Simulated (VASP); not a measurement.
# Ag (Im-3m) in VASP: notebook

The runs below take Ag through single point, with PBE.

Everything below comes from runs of VASP 6.6.1. Logs are shortened: lines on timing, memory, paths and dates and some standing lists are left out, and cuts for length are marked.

**1. The cell of the first run**

It takes space group Im-3m (No. 229, cubic). Conventional cell: a = 3.311 Å, b = 3.311 Å, c = 3.311 Å, α = 90.00°, β = 90.00°, γ = 90.00°. Ag (site symmetry m-3m) has 14 Ag at 2.87 to 3.31 Å within 3.8 Å.

This isn't the form of Ag at room conditions, which is fcc.

**2. Single point, PBE**

POSCAR reads:

```
Ag
1.0
   -1.6556540000      1.6556540000      1.6556540000
    1.6556540000     -1.6556540000      1.6556540000
    1.6556540000      1.6556540000     -1.6556540000
Ag
1
Direct
    0.0000000000      0.0000000000      0.0000000000
```

INCAR.step1 reads:

```
SYSTEM = Ag
GGA = PE ; ISMEAR = 1
SIGMA = 0.1 ; LWAVE = .FALSE.
LCHARG = .TRUE. ; NBANDS = 20
PREC = Accurate ; LASPH = .TRUE.
LREAL = .FALSE. ; ALGO = Normal
EDIFF = 1E-6 ; NELM = 120
GGA_COMPAT = .FALSE. ; ENCUT = 290
LMAXMIX = 4
```

KPOINTS.step1 reads:

```
k-points
0
Gamma
  13 13 13
```

INCAR.step2 reads:

```
SYSTEM = Ag
GGA = PE ; ISMEAR = -5
LWAVE = .FALSE. ; LCHARG = .FALSE.
NBANDS = 20 ; PREC = Accurate
LASPH = .TRUE. ; LREAL = .FALSE.
ALGO = Normal ; EDIFF = 1E-6
NELM = 120 ; GGA_COMPAT = .FALSE.
ENCUT = 290 ; LMAXMIX = 4
NEDOS = 2001 ; LORBIT = 11
EMIN = -9.3989 ; EMAX = 15.6011
ICHARG = 11
```

KPOINTS.step2 reads:

```
Automatic mesh
0
Gamma
  15 15 15
  0 0 0
```

Potentials or basis: VASP PAW PBE potentials, release 64 (Ag).

Started as:

```bash
$ cat potpaw_PBE.64/Ag/POTCAR > POTCAR
$ cp INCAR.step1 INCAR
$ cp KPOINTS.step1 KPOINTS
$ mpirun -np 1 vasp_std > vasp.out
$ cp INCAR.step2 INCAR
$ cp KPOINTS.step2 KPOINTS
$ mpirun -np 1 vasp_std > vasp.out
```

OUTCAR:

```text
SYSTEM = Ag
   GGA = PE
   ISMEAR = -5
   PREC = Accurate
   LASPH = .TRUE.
   LREAL = .FALSE.
   EDIFF = 1E-6
   NELM = 120
   ENCUT = 290
   LORBIT = 11
   EMIN = -9.3989
   ICHARG = 11

 Found    120 irreducible k-points:

 Following reciprocal coordinates:
            Coordinates               Weight
  0.000000  0.000000  0.000000      1.000000
  0.066667  0.000000  0.000000     12.000000
  0.133333  0.000000  0.000000     12.000000
  0.200000  0.000000  0.000000     12.000000
  0.266667  0.000000  0.000000     12.000000
  0.333333  0.000000  0.000000     12.000000
   k-points           NKPTS =    120   k-points in BZ     NKDIM =    120   number of bands    NBANDS=     20
   number of dos      NEDOS =   2001   number of ions     NIONS =      1
   total plane-waves  NPLWV =   4096
   dimension x,y,z NGX =    16 NGY =   16 NGZ =   16
   dimension x,y,z NGXF=    32 NGYF=   32 NGZF=   32
   ions per type =               1
   NGX,Y,Z   is equivalent  to a cutoff of   9.28,  9.28,  9.28 a.u.
   NGXF,Y,Z  is equivalent  to a cutoff of  18.55, 18.55, 18.55 a.u.
 SYSTEM =  Ag
   PREC   = accura    normal or accurate (medium, high low for compatibility)
   ISTART =      0    job   : 0-new  1-cont  2-samecut
   ICHARG =     11    charge: 1-file 2-atom 10-const
   ISPIN  =      1    spin polarized calculation?
   LNONCOLLINEAR =      F non collinear calculations
   LSORBIT =      F    spin-orbit coupling
   LASPH  =      T    aspherical Exc in radial PAW
   ENCUT  =  290.0 eV  21.31 Ry    4.62 a.u.   3.98  3.98  3.98*2*pi/ulx,y,z
   NELM   =    120;   NELMIN=  2; NELMDL=  0     # of ELM steps
   EDIFF  = 0.1E-05   stopping-criterion for ELM
   LREAL  =      F    real-space projection
   EDIFFG = 0.1E-04   stopping-criterion for IOM
   NSW    =      0    number of steps for IOM
   IBRION =     -1    ionic relax: 0-MD 1-quasi-New 2-CG
   NFREE  =      0    steps in history (QN), initial steepest desc. (CG)
   ISIF   =      2    stress and relaxation
   ISYM   =      2    0-nonsym 1-usesym 2-fastsym
   POTIM  = 0.5000    time-step for ionic-motion
   TEBEG  =    0.0;   TEEND  =   0.0 temperature during run

   SCALEE = 1.0000    scale energy and forces
   PSTRESS=    0.0 pullay stress
   NELECT =      11.0000    total number of electrons
   NUPDOWN=      -1.0000    fix difference up-down
   EMIN   =  -9.40;   EMAX   = 15.60  energy-range for DOS
   EFERMI =   0.00;   METHOD = LEGACY
   ISMEAR =    -5;   SIGMA  =   0.20  broadening in eV -4-tet -1-fermi 0-gaus
   EFERMI_NEDOS =   21; number of points for ismear=-14 and -15
   IALGO  =     38    algorithm
   IMIX   =      4    mixing-type and parameters
     AMIX     =   0.40;   BMIX     =  1.00
     AMIX_MAG =   1.60;   BMIX_MAG =  1.00
  volume/ion in A,a.u.               =      18.15       122.51
  Fermi-wavevector in a.u.,A,eV,Ry     =   1.385318  2.617871 26.111022  1.919106
  Thomas-Fermi vector in A             =   2.509739
   LORBIT       =     11    0 simple, 1 ext, 2 COOP (PROOUT), +10 PAW based schemes
   GGA     = PE    functional components
   LHFCALC =     F    Hartree Fock is set to
   AEXX    =    0.0000 exact exchange contribution
   IVDW    =     0    specifies the selected vdW correction
   LEPSILON=     F    determine dielectric tensor
   LRPA    =     F    only Hartree local field effects (RPA)

   CSHIFT  =0.1000    complex shift for real part using Kramers Kronig

   OMEGAMAX=  -1.0    maximum frequency
 non-spin polarized calculation
 Fermi weights with tetrahedron method with Bloechl corrections
  energy-cutoff  :      290.00
  volume of cell :       18.15
 maximum number of plane-waves:       220

 number of electron      11.0000015 magnetization

 Free energy of the ion-electron system (eV)
  ---------------------------------------------------
  ext. energy  EPLUGINS =         0.00000000
  ---------------------------------------------------
  free energy    TOTEN  =        -2.69594274 eV

  energy without entropy =       -2.69594274  energy(sigma->0) =       -2.69594274

 E-fermi :   7.6694     XC(G=0): -11.8388

 val. band max:        7.6082136121   @ k =  -0.4000   0.4667   0.0667
 cond. band min:       7.6470671529   @ k =  -0.3333   0.4000   0.2000
 fundamental gap:      0.0388535408
 Fermi energy:         7.6694361167

 k-point     1 :       0.0000    0.0000    0.0000
  band No.  band energies     occupation
      1       0.2760      2.00000
      2       2.9088      2.00000
      3       2.9088      2.00000
      4       2.9088      2.00000
      5       4.1116      2.00000
      6       4.1116      2.00000
[... 9 lines left out ...]
     16      34.3755      0.00000
     17      34.3755      0.00000

 k-point     2 :       0.0667    0.0000    0.0000
  band No.  band energies     occupation
      1       0.4157      2.00000
      2       2.8763      2.00000
      3       2.9144      2.00000
      4       2.9850      2.00000
      5       4.0765      2.00000
      6       4.1139      2.00000
[... 9 lines left out ...]
     16      35.1609      0.00000
     17      35.2509      0.00000

 k-point     3 :       0.1333    0.0000    0.0000
  band No.  band energies     occupation
      1       0.8120      2.00000
      2       2.7857      2.00000
      3       2.9381      2.00000
      4       3.2061      2.00000
      5       3.9978      2.00000
      6       4.1213      2.00000
[... 9 lines left out ...]
     16      36.5207      0.00000
     17      36.5811      0.00000

 k-point     4 :       0.2000    0.0000    0.0000
  band No.  band energies     occupation
      1       1.3524      2.00000
      2       2.6551      2.00000
      3       3.0562      2.00000
      4       3.5484      2.00000
      5       3.9356      2.00000
      6       4.1352      2.00000
[... 9 lines left out ...]
     16      37.8244      0.00000
     17      38.0829      0.00000

 k-point     5 :       0.2667    0.0000    0.0000
  band No.  band energies     occupation
      1       1.7179      2.00000
      2       2.5092      2.00000
      3       3.5701      2.00000
      4       3.9305      2.00000
      5       3.9693      2.00000
      6       4.1555      2.00000
[... 9 lines left out ...]
     16      39.6186      0.00000
     17      40.0621      0.00000

 k-point     6 :       0.3333    0.0000    0.0000
  band No.  band energies     occupation
      1       1.7446      2.00000
      2       2.3735      2.00000
      3       3.9685      2.00000
      4       4.1794      2.00000
      5       4.4055      2.00000
      6       4.6593      2.00000
[... 9 lines left out ...]
     16      41.7289      0.00000
     17      41.7303      0.00000

 [... further k-points ...]

 [bands above 17 left out]

------------------------ aborting loop because EDIFF is reached ----------------------------------------

  FORCE on cell =-STRESS in cart. coord.  units (eV):
  Direction    XX          YY          ZZ          XY          YZ          ZX
  --------------------------------------------------------------------------------------
  -------------------------------------------------------------------------------------
  Total       -0.1555974     -0.1555974     -0.1555974     -0.0000000      0.0000000      0.0000000
  in kB      -13.7323281    -13.7323281    -13.7323281     -0.0000000      0.0000000      0.0000000
  external PRESSURE =     -13.7323281 kB  Pullay stress =       0.0000000 kB

 VOLUME and BASIS-vectors are now :
 -----------------------------------------------------------------------------
  energy-cutoff  :      290.00
  volume of cell :       18.15
      direct lattice vectors                 reciprocal lattice vectors
    -1.655654000  1.655654000  1.655654000     0.000000000  0.301995465  0.301995465
     1.655654000 -1.655654000  1.655654000     0.301995465  0.000000000  0.301995465
     1.655654000  1.655654000 -1.655654000     0.301995465  0.301995465  0.000000000

 POSITION                                       TOTAL-FORCE (eV/Angst)
 -----------------------------------------------------------------------------------
      0.00000      0.00000      0.00000         0.000000      0.000000     -0.000000
 -----------------------------------------------------------------------------------
    total drift:                                0.000000      0.000000     -0.000000

  FREE ENERGIE OF THE ION-ELECTRON SYSTEM (eV)
  ---------------------------------------------------
  free  energy   TOTEN  =        -2.6959427436 eV

  energy  without entropy=       -2.6959427436  energy(sigma->0) =       -2.69594274

 total charge

# of ion       s       p       d       tot
------------------------------------------
    1        0.405   0.262   9.147   9.814
```

OUTCAR.step1:

```text
SYSTEM = Ag
   GGA = PE
   ISMEAR = 1
   PREC = Accurate
   LASPH = .TRUE.
   LREAL = .FALSE.
[... 236 lines left out ...]
 POSITION                                       TOTAL-FORCE (eV/Angst)
 -----------------------------------------------------------------------------------
      0.00000      0.00000      0.00000         0.000000      0.000000     -0.000000
 -----------------------------------------------------------------------------------
    total drift:                                0.000000      0.000000     -0.000000

  FREE ENERGIE OF THE ION-ELECTRON SYSTEM (eV)
  ---------------------------------------------------
  free  energy   TOTEN  =        -2.6994155933 eV

  energy  without entropy=       -2.6990060959  energy(sigma->0) =       -2.69927909
```

It took 11 s on 1 thread of Intel Xeon 6975P-C (Granite Rapids), shared host; peak memory 0.13 GiB.

What came out:

```yaml
Valence_electrons_inside_the_program's_atomic_spheres: Ag 9.81
Density_of_states_at_the_Fermi_level: 0.30 states/eV/atom
```

Caveat: the cutoff is under 1.25 times the usual one of these potentials, so pressure, stress and relaxed cells hold a basis-set (Pulay) error; tetrahedron occupations give inexact forces and stress in metals.

**3. Single point, PBE**

POSCAR is that of step 2.

INCAR.step1: that of step 2 with these lines changed.

```diff
@@ -7,3 +7,3 @@
 EDIFF = 1E-6 ; NELM = 120
-GGA_COMPAT = .FALSE. ; ENCUT = 290
+GGA_COMPAT = .FALSE. ; ENCUT = 500
 LMAXMIX = 4
```

KPOINTS.step1 is that of step 2.

INCAR.step2 reads:

```
SYSTEM = Ag
GGA = PE ; ISMEAR = -5
LWAVE = .FALSE. ; LCHARG = .FALSE.
NBANDS = 20 ; PREC = Accurate
LASPH = .TRUE. ; LREAL = .FALSE.
ALGO = Normal ; EDIFF = 1E-6
NELM = 120 ; GGA_COMPAT = .FALSE.
ENCUT = 500 ; LMAXMIX = 4
NEDOS = 4001 ; LORBIT = 11
EMIN = -9.4014 ; EMAX = 15.5986
ICHARG = 11
```

KPOINTS.step2 reads:

```
Automatic mesh
0
Gamma
  34 34 34
  0 0 0
```

Potentials or basis: VASP PAW PBE potentials, release 64 (Ag).

Started as:

```bash
$ cat potpaw_PBE.64/Ag/POTCAR > POTCAR
$ cp INCAR.step1 INCAR
$ cp KPOINTS.step1 KPOINTS
$ mpirun -np 1 vasp_std > vasp.out
$ cp INCAR.step2 INCAR
$ cp KPOINTS.step2 KPOINTS
$ mpirun -np 1 vasp_std > vasp.out
```

OUTCAR:

```text
SYSTEM = Ag
   GGA = PE
   ISMEAR = -5
   PREC = Accurate
   LASPH = .TRUE.
   LREAL = .FALSE.
   EDIFF = 1E-6
   NELM = 120
   ENCUT = 500
   LORBIT = 11
   EMIN = -9.4014
   ICHARG = 11

 ion  position               nearest neighbor table
   1  0.000  0.000  0.000-

  LATTYP: Found a body centered cubic cell.
 ALAT       =     3.3113080000

  Lattice vectors:

[... 672 lines left out ...]

 [bands above 17 left out]

------------------------ aborting loop because EDIFF is reached ----------------------------------------

  FORCE on cell =-STRESS in cart. coord.  units (eV):
  Direction    XX          YY          ZZ          XY          YZ          ZX
  --------------------------------------------------------------------------------------
  -------------------------------------------------------------------------------------
  Total       -0.1292671     -0.1292671     -0.1292671      0.0000000      0.0000000     -0.0000000
  in kB      -11.4085375    -11.4085375    -11.4085375      0.0000000      0.0000000     -0.0000000
  external PRESSURE =     -11.4085375 kB  Pullay stress =       0.0000000 kB

 VOLUME and BASIS-vectors are now :
 -----------------------------------------------------------------------------
  energy-cutoff  :      500.00
  volume of cell :       18.15
      direct lattice vectors                 reciprocal lattice vectors
    -1.655654000  1.655654000  1.655654000     0.000000000  0.301995465  0.301995465
     1.655654000 -1.655654000  1.655654000     0.301995465  0.000000000  0.301995465
     1.655654000  1.655654000 -1.655654000     0.301995465  0.301995465  0.000000000

 POSITION                                       TOTAL-FORCE (eV/Angst)
 -----------------------------------------------------------------------------------
      0.00000      0.00000      0.00000        -0.000000     -0.000000     -0.000000
 -----------------------------------------------------------------------------------
    total drift:                               -0.000000      0.000000     -0.000000

  FREE ENERGIE OF THE ION-ELECTRON SYSTEM (eV)
  ---------------------------------------------------
  free  energy   TOTEN  =        -2.6863521255 eV

  energy  without entropy=       -2.6863521255  energy(sigma->0) =       -2.68635213

 total charge

# of ion       s       p       d       tot
------------------------------------------
    1        0.405   0.261   9.161   9.826
```

OSZICAR.step1:

```text
N       E                     dE             d eps       ncg     rms          rms(c)
DAV:   1     0.682226320527E+02    0.68223E+02   -0.46306E+03  3368   0.477E+02
DAV:   2    -0.892415993621E+00   -0.69115E+02   -0.63089E+02  4008   0.156E+02
DAV:   3    -0.291802113540E+01   -0.20256E+01   -0.20180E+01  4216   0.259E+01
DAV:   4    -0.292180774966E+01   -0.37866E-02   -0.37862E-02  3964   0.117E+00
DAV:   5    -0.292181719644E+01   -0.94468E-05   -0.94469E-05  4020   0.574E-02    0.442E+00
DAV:   6    -0.269816126732E+01    0.22366E+00   -0.74277E-01  3980   0.510E+00    0.297E+00
DAV:   7    -0.269240001458E+01    0.57613E-02   -0.67273E-03  4124   0.502E-01    0.172E+00
DAV:   8    -0.269001457118E+01    0.23854E-02   -0.64618E-04  4000   0.128E-01    0.894E-02
DAV:   9    -0.269002150091E+01   -0.69297E-05   -0.65302E-06  3908   0.137E-02    0.448E-02
DAV:  10    -0.269002559401E+01   -0.40931E-05   -0.33745E-06  4036   0.112E-02    0.706E-04
DAV:  11    -0.269002554329E+01    0.50719E-07   -0.31462E-08  2452   0.951E-04
   1 F= -.26900255E+01 E0= -.26898890E+01  d E =-.409532E-03
```

It took 1.7 min on 1 thread of Intel Xeon 6975P-C (Granite Rapids), shared host; peak memory 0.54 GiB.

What came out:

```
Valence electrons inside the program's atomic spheres : Ag 9.83
Density of states at the Fermi level                  : 0.29 states/eV/atom
```

Levels at points of the mesh, in eV from the Fermi level:
| k point | band 4 | band 5 | band 6 | band 7 | band 8 | band 9 |
| --- | --- | --- | --- | --- | --- | --- |
| (0.00, 0.00, 0.00) | -4.75 | -3.55 | -3.55 | 17.70 | 17.70 | 17.70 |
| (0.50, 0.00, 0.00) | -3.44 | -2.64 | 0.03 | 3.75 | 13.06 | 13.89 |

Caveat: tetrahedron occupations give inexact forces and stress in metals.
